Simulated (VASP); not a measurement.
ZrC (CsCl type), 2 atoms in the cell. Symmetry: Pm-3m, No. 221, cubic system. The conventional cell has a = 2.713 Å, b = 2.713 Å, c = 2.713 Å, α = 90.00°, β = 90.00°, γ = 90.00°. Zr (site symmetry m-3m) has 8 C at 2.35 Å and 6 Zr at 2.71 Å within 3.1 Å. Within 3.1 Å of C (site symmetry m-3m) lie 8 Zr at 2.35 Å and 6 C at 2.71 Å.  This cell differs from its parent crystal: volume scaled by 0.8.

| Item | Value |
| --- | --- |
| Program | VASP 6.6.1 |
| Task | density of states |
| Functional | PBE |
| Potentials or basis | VASP PAW PBE potentials, release 64 (Zr_sv, C) |
| Cutoff | 520 eV |
| k mesh | 14 × 14 × 14 |
| Occupations | fermi-dirac, width 0.1 eV |
| Spin | no spin polarisation |
| Dipole correction | no |
| k mesh for the DOS | 21 × 21 × 21 |
| Occupations for the DOS | tetrahedron |
| Further INCAR settings | ALGO = Normal; EDIFF = 1e-07 |

Potentials or basis: VASP PAW PBE potentials, release 64 (Zr_sv, C).

Run with:

```bash
$ cat potpaw_PBE.64/Zr_sv/POTCAR potpaw_PBE.64/C/POTCAR > POTCAR
$ cp INCAR.step1 INCAR
$ cp KPOINTS.step1 KPOINTS
$ mpirun -np 1 vasp_std > vasp.out
$ cp INCAR.step2 INCAR
$ cp KPOINTS.step2 KPOINTS
$ mpirun -np 1 vasp_std > vasp.out
```

Hardware: 1 thread of AMD EPYC 9R45 96-Core Processor (Zen 5), with other jobs on the host.

Problem. How long does it take, and how much memory?

Solution. It took 37 s on 1 thread of AMD EPYC 9R45 96-Core Processor (Zen 5), on a shared host, peak memory 0.16 GiB. Counts: k points 286.
